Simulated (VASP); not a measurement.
# Mg3ZrN2 (P6/mmm) in VASP: further runs

The runs below take Mg3ZrN2 through single point, relaxation of cell and atoms, with PBE.

All numbers are computed with VASP 6.6.1; they aren't measurements. Logs are shortened: lines on timing, memory, paths and dates and some standing lists are left out, and cuts for length are marked.

## (1) The cell of the first run

It takes space group P6/mmm (No. 191, hexagonal). Conventional cell: a = 5.698 Å, b = 5.698 Å, c = 2.990 Å, α = 90.00°, β = 90.00°, γ = 120.00°. Within 2.9 Å of Mg (site symmetry mmm) lie 4 N at 2.22 Å and 4 Mg at 2.85 Å. Within 3.9 Å of Zr (site symmetry 6/mmm) lie 2 Zr at 2.99 Å and 12 Mg at 3.22 Å and 6 N at 3.29 Å. Within 2.9 Å of N (site symmetry -6m2) lie 6 Mg at 2.22 Å.

## (2) Single point, PBE

INCAR

```
SYSTEM = Mg3ZrN2
ALGO = Normal
EDIFF = 1E-6
ENCUT = 520
GGA = PE
ISIF = 2
ISMEAR = 0
LASPH = .TRUE.
LCHARG = .FALSE.
LREAL = .FALSE.
LWAVE = .FALSE.
NBANDS = 23
NELM = 80
PREC = Accurate
SIGMA = 0.1
```

KPOINTS

```
k-points
0
G
  6 6 6
  0 0 0
```

POSCAR

```
Mg3ZrN2
1.0
    5.6979696500      0.0000000000      0.0000000000
   -2.8489848200      4.9345864600      0.0000000000
    0.0000000000      0.0000000000      2.9895548300
Mg Zr N
3 1 2
Direct
    0.0000000000      0.5000000000      0.0000000000
    0.5000000000      0.5000000000      0.0000000000
    0.5000000000      0.0000000000      0.0000000000
    0.0000000000      0.0000000000      0.5000000000
    0.6666666700      0.3333333300      0.5000000000
    0.3333333300      0.6666666700      0.5000000000
```

Potentials or basis: VASP PAW PBE potentials, release 64 (Mg, Zr_sv, N).

On the command line:

```
> cat potpaw_PBE.64/Mg/POTCAR potpaw_PBE.64/Zr_sv/POTCAR potpaw_PBE.64/N/POTCAR > POTCAR
> mpirun -np 1 vasp_std > vasp.out
```

OUTCAR:

```text
SYSTEM = Mg3ZrN2
   EDIFF = 1E-6
   ENCUT = 520
   GGA = PE
   ISIF = 2
   ISMEAR = 0
   LASPH = .TRUE.
   LREAL = .FALSE.
   NELM = 80
   PREC = Accurate

 ion  position               nearest neighbor table
   1  0.000  0.500  0.000-   5 2.22   6 2.22   5 2.22   6 2.22   3 2.85   3 2.85   2 2.85   2 2.85
                             4 3.22   4 3.22   4 3.22   4 3.22
   2  0.500  0.500  0.000-   5 2.22   6 2.22   5 2.22   6 2.22   3 2.85   3 2.85   1 2.85   1 2.85
                             4 3.22   4 3.22   4 3.22   4 3.22
   3  0.500  0.000  0.000-   5 2.22   6 2.22   5 2.22   6 2.22   2 2.85   2 2.85   1 2.85   1 2.85
                             4 3.22   4 3.22   4 3.22   4 3.22
   4  0.000  0.000  0.500-   1 3.22   1 3.22   1 3.22   1 3.22   2 3.22   2 3.22   2 3.22   2 3.22
                             3 3.22   3 3.22   3 3.22   3 3.22
   5  0.667  0.333  0.500-   3 2.22   3 2.22   1 2.22   1 2.22   2 2.22   2 2.22
   6  0.333  0.667  0.500-   3 2.22   3 2.22   1 2.22   1 2.22   2 2.22   2 2.22

  LATTYP: Found a hexagonal cell.
 ALAT       =     5.6979696500
 C/A-ratio  =     0.5246701920

  Lattice vectors:

 A1 = (   5.6979696500,   0.0000000000,   0.0000000000)
 A2 = (  -2.8489848200,   4.9345864600,   0.0000000000)
 A3 = (   0.0000000000,   0.0000000000,   2.9895548300)

Analysis of symmetry for initial positions (statically):
=====================================================================
 Subroutine PRICEL returns:
 Original cell was already a primitive cell.

 Routine SETGRP: Setting up the symmetry group for a
 hexagonal supercell.

 Subroutine GETGRP returns: Found 24 space group operations
 (whereof 24 operations were pure point group operations)
 out of a pool of 24 trial point group operations.

The static configuration has the point symmetry D_6h.

Analysis of symmetry for dynamics (positions and initial velocities):
=====================================================================
 Subroutine PRICEL returns:
 Original cell was already a primitive cell.

 Routine SETGRP: Setting up the symmetry group for a
 hexagonal supercell.

 Subroutine GETGRP returns: Found 24 space group operations
 (whereof 24 operations were pure point group operations)
 out of a pool of 24 trial point group operations.

The dynamic configuration has the point symmetry D_6h.

 Subroutine INISYM returns: Found 24 space group operations
 (whereof 24 operations are pure point group operations),
 and found     1 'primitive' translations

----------------------------------------------------------------------------------------

                                     Primitive cell

  volume of cell :      84.0577

  direct lattice vectors                    reciprocal lattice vectors
     5.697969650  0.000000000  0.000000000     0.175501110  0.101325613  0.000000000
    -2.848984820  4.934586460  0.000000000     0.000000000  0.202651227  0.000000000
     0.000000000  0.000000000  2.989554830     0.000000000  0.000000000  0.334497963

  length of vectors
     5.697969650  5.697969642  2.989554830     0.202651227  0.202651227  0.334497963

  position of ions in fractional coordinates (direct lattice)
     0.000000000  0.500000000  0.000000000
     0.500000000  0.500000000  0.000000000
     0.500000000  0.000000000  0.000000000
     0.000000000  0.000000000  0.500000000
     0.666666670  0.333333330  0.500000000
     0.333333330  0.666666670  0.500000000

  ion indices of the primitive-cell ions
   primitive index   ion index
                 1           1
                 2           2
                 3           3
                 4           4
                 5           5
                 6           6

----------------------------------------------------------------------------------------

 KPOINTS: k-points

Automatic generation of k-mesh.
 Grid dimensions read from file:
 generate k-points for:    6    6    6

 Generating k-lattice:

  Cartesian coordinates                     Fractional coordinates (reciprocal lattice)
     0.029250185  0.016887602  0.000000000     0.166666667  0.000000000  0.000000000
     0.000000000  0.033775204  0.000000000     0.000000000  0.166666667  0.000000000
     0.000000000  0.000000000  0.055749660     0.000000000  0.000000000  0.166666667

  Length of vectors
     0.033775204  0.033775204  0.055749660

  Shift w.r.t. Gamma in fractional coordinates (k-lattice)
     0.000000000  0.000000000  0.000000000

 Subroutine IBZKPT returns following result:
 ===========================================

 Found     28 irreducible k-points:

 Following reciprocal coordinates:
            Coordinates               Weight
  0.000000  0.000000  0.000000      1.000000
  0.166667  0.000000  0.000000      6.000000
  0.333333  0.000000  0.000000      6.000000
  0.500000  0.000000  0.000000      3.000000
  0.166667  0.166667  0.000000      6.000000
  0.333333  0.166667  0.000000     12.000000
[... 16 lines left out ...]
  0.166667  0.000000  0.500000      6.000000
  0.333333  0.000000  0.500000      6.000000
 [... further k-points ...]
   k-points           NKPTS =     28   k-points in BZ     NKDIM =     28   number of bands    NBANDS=     23
   number of dos      NEDOS =    301   number of ions     NIONS =      6
   total plane-waves  NPLWV =  42336
   dimension x,y,z NGX =    42 NGY =   42 NGZ =   24
   dimension x,y,z NGXF=    84 NGYF=   84 NGZF=   48
   ions per type =               3   1   2
   NGX,Y,Z   is equivalent  to a cutoff of  12.25, 12.25, 13.35 a.u.
   NGXF,Y,Z  is equivalent  to a cutoff of  24.51, 24.51, 26.69 a.u.
 SYSTEM =  Mg3ZrN2
   PREC   = accura    normal or accurate (medium, high low for compatibility)
   ISTART =      0    job   : 0-new  1-cont  2-samecut
   ICHARG =      2    charge: 1-file 2-atom 10-const
   ISPIN  =      1    spin polarized calculation?
   LNONCOLLINEAR =      F non collinear calculations
   LSORBIT =      F    spin-orbit coupling
   LASPH  =      T    aspherical Exc in radial PAW
   ENCUT  =  520.0 eV  38.22 Ry    6.18 a.u.  10.59 10.59  5.56*2*pi/ulx,y,z
   NELM   =     80;   NELMIN=  2; NELMDL= -5     # of ELM steps
   EDIFF  = 0.1E-05   stopping-criterion for ELM
   LREAL  =      F    real-space projection
   EDIFFG = 0.1E-04   stopping-criterion for IOM
   NSW    =      0    number of steps for IOM
   IBRION =     -1    ionic relax: 0-MD 1-quasi-New 2-CG
   NFREE  =      0    steps in history (QN), initial steepest desc. (CG)
   ISIF   =      2    stress and relaxation
   ISYM   =      2    0-nonsym 1-usesym 2-fastsym
   POTIM  = 0.5000    time-step for ionic-motion
   TEBEG  =    0.0;   TEEND  =   0.0 temperature during run
   PSTRESS=    0.0 pullay stress
   NELECT =      28.0000    total number of electrons
   NUPDOWN=      -1.0000    fix difference up-down
   EMIN   =  10.00;   EMAX   =-10.00  energy-range for DOS
   EFERMI =   0.00;   METHOD = LEGACY
   ISMEAR =     0;   SIGMA  =   0.10  broadening in eV -4-tet -1-fermi 0-gaus
   EFERMI_NEDOS =   21; number of points for ismear=-14 and -15
   IALGO  =     38    algorithm
   IMIX   =      4    mixing-type and parameters
     AMIX     =   0.40;   BMIX     =  1.00
     AMIX_MAG =   1.60;   BMIX_MAG =  1.00
  volume/ion in A,a.u.               =      14.01        94.54
  Fermi-wavevector in a.u.,A,eV,Ry     =   1.134841  2.144539 17.522456  1.287864
  Thomas-Fermi vector in A             =   2.271545
   LORBIT       =      0    0 simple, 1 ext, 2 COOP (PROOUT), +10 PAW based schemes
   GGA     = PE    functional components
   LHFCALC =     F    Hartree Fock is set to
   AEXX    =    0.0000 exact exchange contribution
   IVDW    =     0    specifies the selected vdW correction
   LEPSILON=     F    determine dielectric tensor
   LRPA    =     F    only Hartree local field effects (RPA)
 non-spin polarized calculation
 Gauss-broadening in eV      SIGMA  =   0.10
  energy-cutoff  :      520.00
  volume of cell :       84.06
 maximum number of plane-waves:      2291
   NGX = 21   NGY = 21   NGZ = 11

 number of electron      28.0000001 magnetization

 Free energy of the ion-electron system (eV)
  ---------------------------------------------------
  ext. energy  EPLUGINS =         0.00000000
  ---------------------------------------------------
  free energy    TOTEN  =       -30.75345802 eV

  energy without entropy =      -30.72437490  energy(sigma->0) =      -30.73891646

 E-fermi :   5.8682     XC(G=0): -10.4758

 val. band max:        5.8659161935   @ k =   0.3333   0.1667   0.1667
 cond. band min:       5.8777343547   @ k =   0.3333   0.0000   0.1667
 fundamental gap:      0.0118181612
 Fermi energy:         5.8682269639

 k-point     1 :       0.0000    0.0000    0.0000
  band No.  band energies     occupation
      1     -43.4573      2.00000
      2     -21.6290      2.00000
      3     -21.6290      2.00000
      4     -20.7472      2.00000
      5      -8.6127      2.00000
      6      -7.6242      2.00000
[... 15 lines left out ...]
     22      12.8223      0.00000
     23      14.1994      0.00000

 k-point     2 :       0.1667    0.0000    0.0000
  band No.  band energies     occupation
      1     -43.4573      2.00000
      2     -21.6297      2.00000
      3     -21.6291      2.00000
      4     -20.7472      2.00000
      5      -8.5525      2.00000
      6      -7.6910      2.00000
[... 15 lines left out ...]
     22      12.9104      0.00000
     23      13.6370      0.00000

 k-point     3 :       0.3333    0.0000    0.0000
  band No.  band energies     occupation
      1     -43.4573      2.00000
      2     -21.6310      2.00000
      3     -21.6295      2.00000
      4     -20.7472      2.00000
      5      -8.3980      2.00000
      6      -7.8558      2.00000
[... 15 lines left out ...]
     22      12.9308      0.00000
     23      13.5111      0.00000
[... 495 lines left out ...]
 k-point    23 :       0.1667    0.0000    0.5000
  band No.  band energies     occupation
      1     -43.3587      2.00000
      2     -21.6455      2.00000
      3     -21.5202      2.00000
      4     -21.5200      2.00000
      5      -7.4684      2.00000
      6      -6.9591      2.00000
[... 15 lines left out ...]
     22      12.2604      0.00000
     23      12.9327      0.00000

 k-point    24 :       0.3333    0.0000    0.5000
  band No.  band energies     occupation
      1     -43.3587      2.00000
      2     -21.6452      2.00000
      3     -21.5207      2.00000
      4     -21.5201      2.00000
      5      -7.3734      2.00000
      6      -7.0545      2.00000
[... 15 lines left out ...]
     22      12.4580      0.00000
     23      12.5449      0.00000

 [... further k-points ...]
[... 5 lines left out ...]
  --------------------------------------------------------------------------------------
  -------------------------------------------------------------------------------------
  Total       -2.6828174     -2.6828174      1.9295931     -0.0000000      0.0000000     -0.0000000
  in kB      -51.1357089    -51.1357088     36.7789140     -0.0000001      0.0000000     -0.0000000
  external PRESSURE =     -21.8308346 kB  Pullay stress =       0.0000000 kB

 VOLUME and BASIS-vectors are now :
 -----------------------------------------------------------------------------
  energy-cutoff  :      520.00
  volume of cell :       84.06
      direct lattice vectors                 reciprocal lattice vectors
     5.697969650  0.000000000  0.000000000     0.175501110  0.101325613  0.000000000
    -2.848984820  4.934586460  0.000000000     0.000000000  0.202651227  0.000000000
     0.000000000  0.000000000  2.989554830     0.000000000  0.000000000  0.334497963

 POSITION                                       TOTAL-FORCE (eV/Angst)
 -----------------------------------------------------------------------------------
     -1.42449      2.46729      0.00000         0.000000      0.000000      0.000000
      1.42449      2.46729      0.00000         0.000000      0.000000      0.000000
      2.84898      0.00000      0.00000         0.000000      0.000000      0.000000
      0.00000      0.00000      1.49478         0.000000      0.000000      0.000000
      2.84898      1.64486      1.49478         0.000000     -0.000000      0.000000
     -0.00000      3.28972      1.49478        -0.000000      0.000000      0.000000
 -----------------------------------------------------------------------------------
    total drift:                                0.000000     -0.000000      0.000000

  FREE ENERGIE OF THE ION-ELECTRON SYSTEM (eV)
  ---------------------------------------------------
  free  energy   TOTEN  =       -30.7534580235 eV

  energy  without entropy=      -30.7243748985  energy(sigma->0) =      -30.73891646
```

It took 55 s on 1 thread of Intel Xeon 6975P-C, shared host; peak memory 0.22 GiB.

Results:

* Free energy: -30.7535 eV
* Pressure: -2.2 GPa
* Band gap on the k mesh: zero (band 14 reaches 6.04 eV, above the bottom of band 15 at 5.36 eV)

## (3) Single point, PBE

This run uses another cell than the first one, of 13.40 Å³/atom, 0.957 times its volume.

INCAR

```
SYSTEM = Mg3ZrN2
  PREC = Accurate
  ENCUT = 520
  EDIFF = 1E-6
  ISMEAR = 0
  SIGMA = 0.1
  LREAL = .FALSE.
  LASPH = .TRUE.
  NELM = 80
  ALGO = Normal
  ISIF = 2
  LWAVE = .FALSE.
  LCHARG = .FALSE.
  GGA = PE
  NBANDS = 23
```

KPOINTS

```
regular mesh
0
G
  12 12 12
  0 0 0
```

POSCAR

```
Mg3ZrN2
1.0
    5.4639649335     -0.0000000028      0.0000000000
   -2.7319824644      4.7319324392      0.0000000000
    0.0000000000      0.0000000000      3.1097783115
Mg Zr N
3 1 2
Direct
    0.0000000000      0.5000000000      0.0000000000
    0.5000000000      0.5000000000      0.0000000000
    0.5000000000      0.0000000000      0.0000000000
    0.0000000000      0.0000000000      0.5000000000
    0.6666666667      0.3333333333      0.5000000000
    0.3333333333      0.6666666667      0.5000000000
```

Potentials or basis: VASP PAW PBE potentials, release 64 (Mg, Zr_sv, N).

On the command line:

```
> cat potpaw_PBE.64/Mg/POTCAR potpaw_PBE.64/Zr_sv/POTCAR potpaw_PBE.64/N/POTCAR > POTCAR
> mpirun -np 1 vasp_std > vasp.out
```

Run time: 4.2 min. Hardware: 1 thread of Intel Xeon 6975P-C, shared host; peak memory 0.38 GiB.

Results (log left out):

```yaml
Free_energy: -30.8690 eV
Pressure: -0.3 GPa
Band_gap_on_the_k_mesh: zero (band 14 reaches 6.82 eV, above the bottom of band 15 at 5.79 eV)
```

Levels at points of the mesh, in eV from the Fermi level:
| k point | band 11 | band 12 | band 13 | band 14 | band 15 | band 16 | band 17 | band 18 |
| --- | --- | --- | --- | --- | --- | --- | --- | --- |
| (0.00, 0.00, 0.00) | -3.10 | -1.81 | -1.54 | 0.07 | 1.69 | 1.69 | 2.59 | 2.59 |
| (0.50, 0.00, 0.00) | -1.83 | -1.77 | -1.63 | -0.20 | 1.02 | 1.25 | 1.72 | 2.58 |
| (0.00, 0.00, 0.50) | -2.07 | -2.07 | -1.76 | -1.76 | 1.10 | 1.40 | 2.27 | 2.27 |
| (0.50, 0.00, 0.50) | -2.20 | -2.01 | -2.00 | -0.91 | -0.12 | 0.94 | 1.79 | 2.81 |

## (4) Single point, PBE, collinear spin, ferromagnetic start

INCAR

```
PREC = Accurate
ENCUT = 520
EDIFF = 1E-6
ISMEAR = 0
SIGMA = 0.1
LREAL = False
LASPH = True
NELM = 150
ALGO = Normal
ISIF = 2
LWAVE = False
LCHARG = True
ISPIN = 2
MAGMOM = 0 0 0 1 0 0
LORBIT = 11
LMAXMIX = 4
GGA = PE
LELF = True
LVHAR = True
NBANDS = 27
```

KPOINTS

```
Automatic mesh
0
Gamma
  6 6 6
```

POSCAR

```
Mg3ZrN2
1.0
    5.6979696500      0.0000000000      0.0000000000
   -2.8489848200      4.9345864600      0.0000000000
    0.0000000000      0.0000000000      2.9895548300
Mg Zr N
3 1 2
Direct
    0.0000000000      0.5000000000      0.0000000000
    0.5000000000      0.5000000000      0.0000000000
    0.5000000000      0.0000000000      0.0000000000
    0.0000000000      0.0000000000      0.5000000000
    0.6666666700      0.3333333300      0.5000000000
    0.3333333300      0.6666666700      0.5000000000
```

On the command line:

```
> cat potpaw_PBE.64/Mg/POTCAR potpaw_PBE.64/Zr_sv/POTCAR potpaw_PBE.64/N/POTCAR > POTCAR
> mpirun -np 1 vasp_std > vasp.out
```

It took 2.5 min on 1 thread of Intel Xeon 6975P-C, shared host; peak memory 0.29 GiB.

Results (log left out):

```
Free energy                                           : -30.7551 eV
Pressure                                              : -2.2 GPa
Net moment                                            : 0.46 μB per cell
Site moments                                          : Mg +0.01; Zr +0.16; N +0.01 μB
Valence electrons inside the program's atomic spheres : Mg 0.41; Zr 9.80; N 3.61
```

Stress tensor (GPa, compression positive):
```
-5.08  0.00  0.00
 0.00 -5.08  0.00
 0.00  0.00  3.56
```

Levels at points of the mesh, in eV from the Fermi level:
Spin up:
| k point | band 10 | band 11 | band 12 | band 13 | band 14 | band 15 | band 16 | band 17 | band 18 | band 19 |
| --- | --- | --- | --- | --- | --- | --- | --- | --- | --- | --- |
| (0.00, 0.00, 0.00) | -3.25 | -3.25 | -1.07 | -0.92 | -0.55 | 1.26 | 1.26 | 2.21 | 2.21 | 2.99 |
| (0.50, 0.00, 0.00) | -2.87 | -2.05 | -1.05 | -0.97 | -0.53 | 0.75 | 0.83 | 1.04 | 2.17 | 2.98 |
| (0.00, 0.00, 0.50) | -3.62 | -2.02 | -2.02 | -1.90 | -1.90 | 0.75 | 1.43 | 2.01 | 2.01 | 3.71 |
| (0.50, 0.00, 0.50) | -3.57 | -2.16 | -2.08 | -1.91 | -1.20 | 0.07 | 0.89 | 1.58 | 2.37 | 5.16 |
Spin down:
```csv
k point,band 12,band 13,band 14,band 15,band 16,band 17
"(0.00, 0.00, 0.00)",-1.02,-0.87,-0.36,1.42,1.42,2.36
"(0.50, 0.00, 0.00)",-1.00,-0.92,-0.33,0.90,0.98,1.20
"(0.00, 0.00, 0.50)",-2.00,-1.71,-1.71,0.96,1.65,2.19
"(0.50, 0.00, 0.50)",-1.90,-1.88,-1.04,0.28,1.09,1.75
```

(Continued in part 2 of 2.)
